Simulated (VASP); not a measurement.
# TlCl (Pm-3m) in VASP: a series of runs

Runs on TlCl. Level: r2SCAN. Tasks: single point, relaxation of cell and atoms.

Everything below comes from runs of VASP 6.6.1. Logs are shortened: lines on timing, memory, paths and dates and some standing lists are left out, and cuts for length are marked.

### 1 The cell of the first run

The structure is cubic, space group Pm-3m (No. 221). The conventional cell has a = 3.837 Å, b = 3.837 Å, c = 3.837 Å, α = 90.00°, β = 90.00°, γ = 90.00°. Tl (site symmetry m-3m) has 8 Cl at 3.32 Å and 6 Tl at 3.84 Å within 4.4 Å. Within 4.4 Å of Cl (site symmetry m-3m) lie 8 Tl at 3.32 Å and 6 Cl at 3.84 Å.

### 2 Single point, r2SCAN

File POSCAR:

```
TlCl
1.0
    3.8370137808      0.0000000000      0.0000000000
    0.0000000000      3.8370137808      0.0000000000
    0.0000000000      0.0000000000      3.8370137808
Tl Cl
1 1
Direct
    0.0000000000      0.0000000000      0.0000000000
    0.5000000000      0.5000000000      0.5000000000
```

File INCAR.step1:

```
SYSTEM = TlCl
  PREC = Accurate
  ENCUT = 550
  ISMEAR = -1
  SIGMA = 0.1
  LREAL = .False.
  LASPH = .True.
  NELM = 120
  NBANDS = 17
  GGA = PE
  ALGO = Normal
  EDIFF = 1E-5
  LWAVE = .True.
  LCHARG = .False.
  GGA_COMPAT = .False.
```

File INCAR.step2:

```
SYSTEM = TlCl
  PREC = Accurate
  ENCUT = 550
  EDIFF = 1E-6
  ISMEAR = -1
  SIGMA = 0.1
  LREAL = .False.
  LASPH = .True.
  NELM = 120
  ALGO = Normal
  ISIF = 2
  LWAVE = .False.
  LCHARG = .False.
  METAGGA = R2SCAN
  LMIXTAU = .True.
  NBANDS = 17
  ISTART = 1
  GGA_COMPAT = .False.
```

File KPOINTS:

```
Automatic mesh
0
Gamma
  10 10 10
  0 0 0
```

Potentials or basis: VASP PAW PBE potentials, release 64 (Tl_d, Cl).

Launch:

```sh
> cat potpaw_PBE.64/Tl_d/POTCAR potpaw_PBE.64/Cl/POTCAR > POTCAR
> cp INCAR.step1 INCAR
> mpirun -np 1 vasp_std > vasp.out
> cp INCAR.step2 INCAR
> mpirun -np 1 vasp_std > vasp.out
```

OUTCAR:

```text
SYSTEM = TlCl
   PREC = Accurate
   ENCUT = 550
   EDIFF = 1E-6
   ISMEAR = -1
   LREAL = .False.
   LASPH = .True.
   NELM = 120
   ISIF = 2
   METAGGA = R2SCAN
   ISTART = 1

 ion  position               nearest neighbor table
   1  0.000  0.000  0.000-   2 3.32   2 3.32   2 3.32   2 3.32   2 3.32   2 3.32   2 3.32   2 3.32

   2  0.500  0.500  0.500-   1 3.32   1 3.32   1 3.32   1 3.32   1 3.32   1 3.32   1 3.32   1 3.32

  LATTYP: Found a simple cubic cell.
 ALAT       =     3.8370137808

  Lattice vectors:

 A1 = (   3.8370137808,   0.0000000000,   0.0000000000)
 A2 = (   0.0000000000,   3.8370137808,   0.0000000000)
 A3 = (   0.0000000000,   0.0000000000,   3.8370137808)

Analysis of symmetry for initial positions (statically):
=====================================================================
 Subroutine PRICEL returns:
 Original cell was already a primitive cell.

 Routine SETGRP: Setting up the symmetry group for a
 simple cubic supercell.

 Subroutine GETGRP returns: Found 48 space group operations
 (whereof 48 operations were pure point group operations)
 out of a pool of 48 trial point group operations.

The static configuration has the point symmetry O_h .

Analysis of symmetry for dynamics (positions and initial velocities):
=====================================================================
 Subroutine PRICEL returns:
 Original cell was already a primitive cell.

 Routine SETGRP: Setting up the symmetry group for a
 simple cubic supercell.

 Subroutine GETGRP returns: Found 48 space group operations
 (whereof 48 operations were pure point group operations)
 out of a pool of 48 trial point group operations.

The dynamic configuration has the point symmetry O_h .

 Subroutine INISYM returns: Found 48 space group operations
 (whereof 48 operations are pure point group operations),
 and found     1 'primitive' translations

----------------------------------------------------------------------------------------

                                     Primitive cell

  volume of cell :      56.4911

  direct lattice vectors                    reciprocal lattice vectors
     3.837013781  0.000000000  0.000000000     0.260619340  0.000000000  0.000000000
     0.000000000  3.837013781  0.000000000     0.000000000  0.260619340  0.000000000
     0.000000000  0.000000000  3.837013781     0.000000000  0.000000000  0.260619340

  length of vectors
     3.837013781  3.837013781  3.837013781     0.260619340  0.260619340  0.260619340

  position of ions in fractional coordinates (direct lattice)
     0.000000000  0.000000000  0.000000000
     0.500000000  0.500000000  0.500000000

  ion indices of the primitive-cell ions
   primitive index   ion index
                 1           1
                 2           2

----------------------------------------------------------------------------------------

 KPOINTS: Automatic mesh

Automatic generation of k-mesh.
 Grid dimensions read from file:
 generate k-points for:   10   10   10

 Generating k-lattice:

  Cartesian coordinates                     Fractional coordinates (reciprocal lattice)
     0.026061934  0.000000000  0.000000000     0.100000000  0.000000000  0.000000000
     0.000000000  0.026061934  0.000000000     0.000000000  0.100000000  0.000000000
     0.000000000  0.000000000  0.026061934     0.000000000  0.000000000  0.100000000

  Length of vectors
     0.026061934  0.026061934  0.026061934

  Shift w.r.t. Gamma in fractional coordinates (k-lattice)
     0.000000000  0.000000000  0.000000000

 Subroutine IBZKPT returns following result:
 ===========================================

 Found     56 irreducible k-points:

 Following reciprocal coordinates:
            Coordinates               Weight
  0.000000  0.000000  0.000000      1.000000
  0.100000  0.000000  0.000000      6.000000
  0.200000  0.000000  0.000000      6.000000
  0.300000  0.000000  0.000000      6.000000
  0.400000  0.000000  0.000000      6.000000
  0.500000  0.000000  0.000000      3.000000
[... 16 lines left out ...]
  0.200000  0.100000  0.100000     24.000000
  0.300000  0.100000  0.100000     24.000000
 [... further k-points ...]
   k-points           NKPTS =     56   k-points in BZ     NKDIM =     56   number of bands    NBANDS=     17
   number of dos      NEDOS =    301   number of ions     NIONS =      2
   total plane-waves  NPLWV =  27000
   dimension x,y,z NGX =    30 NGY =   30 NGZ =   30
   dimension x,y,z NGXF=    60 NGYF=   60 NGZF=   60
   ions per type =               1   1
   NGX,Y,Z   is equivalent  to a cutoff of  13.00, 13.00, 13.00 a.u.
   NGXF,Y,Z  is equivalent  to a cutoff of  26.00, 26.00, 26.00 a.u.
 SYSTEM =  TlCl
   PREC   = accura    normal or accurate (medium, high low for compatibility)
   ISTART =      1    job   : 0-new  1-cont  2-samecut
   ICHARG =      0    charge: 1-file 2-atom 10-const
   ISPIN  =      1    spin polarized calculation?
   LNONCOLLINEAR =      F non collinear calculations
   LSORBIT =      F    spin-orbit coupling
   LASPH  =      T    aspherical Exc in radial PAW
   ENCUT  =  550.0 eV  40.42 Ry    6.36 a.u.   7.34  7.34  7.34*2*pi/ulx,y,z
   NELM   =    120;   NELMIN=  2; NELMDL=  0     # of ELM steps
   EDIFF  = 0.1E-05   stopping-criterion for ELM
   LREAL  =      F    real-space projection
   EDIFFG = 0.1E-04   stopping-criterion for IOM
   NSW    =      0    number of steps for IOM
   IBRION =     -1    ionic relax: 0-MD 1-quasi-New 2-CG
   NFREE  =      0    steps in history (QN), initial steepest desc. (CG)
   ISIF   =      2    stress and relaxation
   ISYM   =      2    0-nonsym 1-usesym 2-fastsym
   POTIM  = 0.5000    time-step for ionic-motion
   TEBEG  =    0.0;   TEEND  =   0.0 temperature during run
   PSTRESS=    0.0 pullay stress
   NELECT =      20.0000    total number of electrons
   NUPDOWN=      -1.0000    fix difference up-down
   EMIN   =  10.00;   EMAX   =-10.00  energy-range for DOS
   EFERMI =   0.00;   METHOD = LEGACY
   ISMEAR =    -1;   SIGMA  =   0.10  broadening in eV -4-tet -1-fermi 0-gaus
   EFERMI_NEDOS =   21; number of points for ismear=-14 and -15
   IALGO  =     38    algorithm
   IMIX   =      4    mixing-type and parameters
     AMIX     =   0.40;   BMIX     =  1.00
     AMIX_MAG =   1.60;   BMIX_MAG =  1.00
  volume/ion in A,a.u.               =      28.25       190.61
  Fermi-wavevector in a.u.,A,eV,Ry     =   1.158132  2.188553 18.249089  1.341270
  Thomas-Fermi vector in A             =   2.294737
   LORBIT       =      0    0 simple, 1 ext, 2 COOP (PROOUT), +10 PAW based schemes
   METAGGA = R2SCAN    functional components
   LHFCALC =     F    Hartree Fock is set to
   AEXX    =    0.0000 exact exchange contribution
   IVDW    =     0    specifies the selected vdW correction
   LEPSILON=     F    determine dielectric tensor
   LRPA    =     F    only Hartree local field effects (RPA)
 non-spin polarized calculation
  energy-cutoff  :      550.00
  volume of cell :       56.49
 maximum number of plane-waves:      1683
 NGX is ok and might be reduce to    30
   NGX = 15   NGY = 15   NGZ = 15

 number of electron      20.0000005 magnetization

 Free energy of the ion-electron system (eV)
  ---------------------------------------------------
  ext. energy  EPLUGINS =         0.00000000
  ---------------------------------------------------
  free energy    TOTEN  =       -61.54970471 eV

  energy without entropy =      -61.54970459  energy(sigma->0) =      -61.54970465

 E-fermi :   3.6972     XC(G=0):  -9.6166

 val. band max:        2.3947794825   @ k =   0.5000   0.0000   0.0000
 cond. band min:       4.9073042603   @ k =   0.5000   0.0000   0.0000
 fundamental gap:      2.5125247778
 Fermi energy:         3.6971661438

 k-point     1 :       0.0000    0.0000    0.0000
  band No.  band energies     occupation
      1     -12.0027      2.00000
      2      -7.8788      2.00000
      3      -7.8788      2.00000
      4      -7.6296      2.00000
      5      -7.6296      2.00000
      6      -7.6296      2.00000
[... 9 lines left out ...]
     16      15.6699      0.00000
     17      17.3318      0.00000

 k-point     2 :       0.1000    0.0000    0.0000
  band No.  band energies     occupation
      1     -11.9804      2.00000
      2      -7.8775      2.00000
      3      -7.8618      2.00000
      4      -7.6373      2.00000
      5      -7.6373      2.00000
      6      -7.6289      2.00000
[... 9 lines left out ...]
     16      16.2455      0.00000
     17      17.2100      0.00000

 k-point     3 :       0.2000    0.0000    0.0000
  band No.  band energies     occupation
      1     -11.9208      2.00000
      2      -7.8740      2.00000
      3      -7.8180      2.00000
      4      -7.6575      2.00000
      5      -7.6575      2.00000
      6      -7.6271      2.00000
[... 9 lines left out ...]
     16      16.9362      0.00000
     17      17.1817      0.00000

 k-point     4 :       0.3000    0.0000    0.0000
  band No.  band energies     occupation
      1     -11.8444      2.00000
      2      -7.8698      2.00000
      3      -7.7655      2.00000
      4      -7.6821      2.00000
      5      -7.6821      2.00000
      6      -7.6248      2.00000
[... 9 lines left out ...]
     16      15.7580      0.00000
     17      17.3114      0.00000
[... 343 lines left out ...]
      1     -11.9386      2.00000
      2      -7.8510      2.00000
      3      -7.8510      2.00000
      4      -7.6434      2.00000
      5      -7.6431      2.00000
      6      -7.6431      2.00000
[... 9 lines left out ...]
     16      16.5310      0.00000
     17      16.6318      0.00000

 k-point    23 :       0.2000    0.1000    0.1000
  band No.  band energies     occupation
      1     -11.8841      2.00000
      2      -7.8476      2.00000
      3      -7.8059      2.00000
      4      -7.6641      2.00000
      5      -7.6570      2.00000
      6      -7.6410      2.00000
[... 9 lines left out ...]
     16      15.8514      0.00000
     17      16.6091      0.00000

 k-point    24 :       0.3000    0.1000    0.1000
  band No.  band energies     occupation
      1     -11.8146      2.00000
      2      -7.8434      2.00000
      3      -7.7517      2.00000
      4      -7.6899      2.00000
      5      -7.6730      2.00000
      6      -7.6382      2.00000
[... 9 lines left out ...]
     16      15.5068      0.00000
     17      16.3382      0.00000

 [... further k-points ...]

------------------------ aborting loop because EDIFF is reached ----------------------------------------

  FORCE on cell =-STRESS in cart. coord.  units (eV):
  Direction    XX          YY          ZZ          XY          YZ          ZX
  --------------------------------------------------------------------------------------
  -------------------------------------------------------------------------------------
  Total       -0.0088430     -0.0088430     -0.0088430     -0.0000000     -0.0000000     -0.0000000
  in kB       -0.2508013     -0.2508013     -0.2508013     -0.0000000     -0.0000000     -0.0000000
  external PRESSURE =      -0.2508013 kB  Pullay stress =       0.0000000 kB

 VOLUME and BASIS-vectors are now :
 -----------------------------------------------------------------------------
  energy-cutoff  :      550.00
  volume of cell :       56.49
      direct lattice vectors                 reciprocal lattice vectors
     3.837013781  0.000000000  0.000000000     0.260619340  0.000000000  0.000000000
     0.000000000  3.837013781  0.000000000     0.000000000  0.260619340  0.000000000
     0.000000000  0.000000000  3.837013781     0.000000000  0.000000000  0.260619340

 POSITION                                       TOTAL-FORCE (eV/Angst)
 -----------------------------------------------------------------------------------
      0.00000      0.00000      0.00000         0.000000      0.000000      0.000000
      1.91851      1.91851      1.91851         0.000000      0.000000      0.000000
 -----------------------------------------------------------------------------------
    total drift:                                0.000000      0.000000     -0.000000

  FREE ENERGIE OF THE ION-ELECTRON SYSTEM (eV)
  ---------------------------------------------------
  free  energy   TOTEN  =       -61.5497047141 eV

  energy  without entropy=      -61.5497045872  energy(sigma->0) =      -61.54970465
```

Wall time 2.4 min (1 thread of Intel Xeon 6975P-C, shared host); peak memory 0.21 GiB.

What came out:

- Free energy: -61.5497 eV
- Pressure: 0.0 GPa
- Band gap on the k mesh: 2.51 eV, direct

Caveat: the PAW data sets were made with another functional, which shifts forces and pressure a little; spin-orbit coupling is left out, which moves the levels of the heavy elements. r2SCAN opens gaps a little over a GGA but as a rule still falls short of measured ones.

### 3 Relaxation of cell and atoms, r2SCAN, target pressure -2 GPa, at which the enthalpy is minimised

POSCAR is that of step 2.

File INCAR.step1:

```
SYSTEM = TlCl
PREC = Accurate ; ENCUT = 550
ISMEAR = 0 ; SIGMA = 0.01
LREAL = .FALSE. ; LASPH = .TRUE.
NELM = 120 ; GGA = PE
ALGO = Normal ; EDIFF = 1E-5
LWAVE = .TRUE. ; LCHARG = .FALSE.
GGA_COMPAT = .FALSE. ; IBRION = 2
ISIF = 3 ; EDIFFG = -0.005
NELMIN = 4 ; NSW = 100
```

File INCAR.step2:

```
SYSTEM = TlCl
PREC = Accurate ; ENCUT = 550
EDIFF = 1E-7 ; ISMEAR = 0
SIGMA = 0.01 ; LREAL = .FALSE.
LASPH = .TRUE. ; NELM = 120
ALGO = Normal ; ISIF = 3
LWAVE = .FALSE. ; LCHARG = .FALSE.
METAGGA = R2SCAN ; LMIXTAU = .TRUE.
IBRION = 2 ; NSW = 100
EDIFFG = -0.002 ; PSTRESS = -20.0
ISTART = 1 ; GGA_COMPAT = .FALSE.
NELMIN = 4
```

File KPOINTS:

```
Automatic mesh
0
G
  6 6 6
  0 0 0
```

Potentials or basis: VASP PAW PBE potentials, release 64 (Tl_d, Cl).

Launch:

```sh
> cat potpaw_PBE.64/Tl_d/POTCAR potpaw_PBE.64/Cl/POTCAR > POTCAR
> cp INCAR.step1 INCAR
> mpirun -np 1 vasp_std > vasp.out
> cp INCAR.step2 INCAR
> mpirun -np 1 vasp_std > vasp.out
```

It took 9.3 min on 1 thread of Intel Xeon 6975P-C, shared host; peak memory 0.19 GiB.

The run converged. Its results:

| Quantity | Value |
| --- | --- |
| Free energy | -61.5148 eV |
| Relaxed volume | 30.78 Å³/atom |
| Relaxed cell | a = 3.948 Å, b = 3.948 Å, c = 3.948 Å, α = 90.00°, β = 90.00°, γ = 90.00° |
| Space group after relaxing (to 0.05 Å) | Pm-3m (No. 221) |
| Energy change on relaxing (the enthalpy is what falls) | +17.4 meV/atom |
| Ionic steps | 19 |
| Pressure after relaxing | -2.0 GPa |
| Band gap on the k mesh | 2.70 eV, direct |

The path:
```
step  energy change (eV)  largest force (eV/Å)  pressure (GPa)  volume (Å³)
   1              0.0000                0.0000           -0.02        56.49
   2              0.0124                0.0000           -1.28        59.40
   3              0.0401                0.0000           -2.11        61.98
   4              0.0355                0.0000           -2.02        61.62
   5              0.0342                0.0000           -1.98        61.51
   6              0.0342                0.0000           -1.98        61.51
   7              0.0342                0.0000           -1.98        61.52
   8              0.0342                0.0000           -1.98        61.52
   9              0.0342                0.0000           -1.98        61.52
  10              0.0342                0.0000           -1.98        61.52
  11              0.0342                0.0000           -1.98        61.52
  12              0.0342                0.0000           -1.98        61.52
  13              0.0342                0.0000           -1.98        61.52
  14              0.0342                0.0000           -1.98        61.52
  15              0.0342                0.0000           -1.98        61.52
  16              0.0343                0.0000           -1.98        61.52
  17              0.0343                0.0000           -1.98        61.53
  18              0.0345                0.0000           -1.99        61.54
  19              0.0347                0.0000           -1.99        61.56
```

Final structure:
```cif
data_structure
_symmetry_space_group_name_H-M 'P 1'
_symmetry_Int_Tables_number 1
_cell_length_a 3.9485
_cell_length_b 3.9485
_cell_length_c 3.9485
_cell_angle_alpha 90.000
_cell_angle_beta 90.000
_cell_angle_gamma 90.000
_cell_volume 61.56
loop_
_atom_site_label
_atom_site_type_symbol
_atom_site_fract_x
_atom_site_fract_y
_atom_site_fract_z
_atom_site_occupancy
Tl1 Tl 0.00000 0.00000 0.00000 1
Cl1 Cl 0.50000 0.50000 0.50000 1
```

Levels at points of the mesh, in eV from the valence-band top:
```
           k point  band 8  band 9  band 10  band 11  band 12  band 13
(0.00, 0.00, 0.00)   -1.20   -1.20    -1.20     8.01     8.01     8.01
(0.50, 0.00, 0.00)   -0.85   -0.85     0.00     2.70     7.01     7.01
(0.50, 0.50, 0.00)   -2.46   -2.46    -0.80     5.21     5.21     8.60
(0.50, 0.50, 0.50)   -1.68   -1.68    -1.68     3.22     3.22     3.22
```

Caveat: the cell is relaxed towards a set pressure, so the enthalpy falls and the energy may rise; the PAW data sets were made with another functional, which shifts forces and pressure a little; spin-orbit coupling is left out, which moves the levels of the heavy elements. Zero-point motion and thermal expansion aren't in these numbers.

(Continued in part 2 of 2.)
